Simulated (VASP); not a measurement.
Mg, 1 atom in the cell. The structure is tetragonal, space group I4/mmm (No. 139). Conventional cell: a = 3.110 Å, b = 3.110 Å, c = 4.489 Å, α = 90.00°, β = 90.00°, γ = 90.00°. Mg (site symmetry 4/mmm) has 12 Mg at 3.11 to 3.14 Å within 4.1 Å. 

| Property | Result |
| --- | --- |
| Program | VASP 6.6.1 |
| Task | single point |
| Functional | r2SCAN |
| Potentials or basis | VASP PAW PBE potentials, release 64 (Mg) |
| Cutoff | 520 eV |
| k mesh | 13 × 13 × 13 |
| Occupations | methfessel-paxton, width 0.1 eV |
| Spin | no spin polarisation |
| Dipole correction | no |
| Further INCAR settings | ALGO = Normal; EDIFF = 1e-06; NBANDS = 7 |

Potentials or basis: VASP PAW PBE potentials, release 64 (Mg).

Launch:

```console
$ cat potpaw_PBE.64/Mg/POTCAR > POTCAR
$ cp INCAR.step1 INCAR
$ mpirun -np 1 vasp_std > vasp.out
$ cp INCAR.step2 INCAR
$ mpirun -np 1 vasp_std > vasp.out
```

Hardware: 1 thread of AMD EPYC 7R13 (shared host).

Problem. Estimate the wall time of this run.

Solution. Run time: 2.3 min on 1 thread of AMD EPYC 7R13 (shared host), peak memory 0.13 GiB. Counts: k points 196.
